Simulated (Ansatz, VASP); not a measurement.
CO2 in VASP and in Ansatz

POSCAR

```
CO2
1.0
   -1.7759000000      1.7759000000      2.9592000000
    1.7759000000     -1.7759000000      2.9592000000
    1.7759000000      1.7759000000     -2.9592000000
C O
2 4
Direct
    0.0000000000      0.0000000000      0.0000000000
    0.7500000000      0.2500000000      0.5000000000
    0.3750000000      0.3390000000      0.4640000000
    0.6610000000      0.1250000000      0.0360000000
    0.8750000000      0.9110000000      0.5360000000
    0.0890000000      0.6250000000      0.9640000000
```

INCAR.step1

```
SYSTEM = CO2
  ALGO = Normal
  EDIFF = 1E-4
  ENCUT = 520
  GGA = PE
  ISMEAR = 0
  LASPH = .TRUE.
  LCHARG = .FALSE.
  LREAL = .FALSE.
  LWAVE = .TRUE.
  NBANDS = 25
  NELM = 100
  PREC = Accurate
  SIGMA = 0.1
```

The input INCAR.step2:

```
SYSTEM = CO2
  ALGO = Normal
  EDIFF = 1E-7
  ENCUT = 520
  ISIF = 2
  ISMEAR = 0
  ISTART = 1
  LASPH = .TRUE.
  LCHARG = .TRUE.
  LELF = .TRUE.
  LMIXTAU = .TRUE.
  LREAL = .FALSE.
  LVHAR = .TRUE.
  LWAVE = .FALSE.
  METAGGA = R2SCAN
  NBANDS = 25
  NELM = 100
  PREC = Accurate
  SIGMA = 0.1
```

KPOINTS

```
k-points
0
G
  8 8 8
  0 0 0
```

Input for Ansatz:

```yaml
crystal:
  lattice:
    - [-1.7759, 1.7759, 2.9592]
    - [1.7759, -1.7759, 2.9592]
    - [1.7759, 1.7759, -2.9592]
  atoms:
    - { symbol: C, position: [0.0, 0.0, 0.0] }
    - { symbol: C, position: [0.75, 0.25, 0.5] }
    - { symbol: O, position: [0.375, 0.339, 0.464] }
    - { symbol: O, position: [0.661, 0.125, 0.036] }
    - { symbol: O, position: [0.875, 0.911, 0.536] }
    - { symbol: O, position: [0.089, 0.625, 0.964] }
basis:
  ecutwfc: 500
kpoints:
  mp_grid: { grid: [8, 8, 8] }
hamiltonian:
  xc: r2scan
scf:
  occupations: { method: gaussian, width: 0.1 }
output:
  forces: true
  stress: true
  eigenvalues: true
```

Alike in both runs: task single point; functional r2SCAN; k mesh 8 × 8 × 8; occupations gaussian, width 0.1 eV; no spin polarisation.

|  | VASP | Ansatz |
| --- | --- | --- |
| version | VASP 6.6.1 | Ansatz 0.2.0 |
| potentials or method | VASP PAW PBE potentials, release 64 (C, O), cutoff 520 eV | scalar-relativistic, plane waves, PAW |
| valence electrons in the cell | 32 | 32 |

|  | VASP | Ansatz | Ansatz less VASP |
| --- | --- | --- | --- |
| gap on the k mesh at the Fermi level (eV) | 7.79 | 7.90 | +0.111 |
| least direct gap on the mesh (eV) | 7.81 | 7.91 | +0.096 |
| rms of the force components (eV/Å) | 0.746 | 0.838 | +0.0925 |

VASP's potentials were made for PBE, not for r2SCAN. Atom by atom the forces differ by 0.093 eV/Å (rms over components).
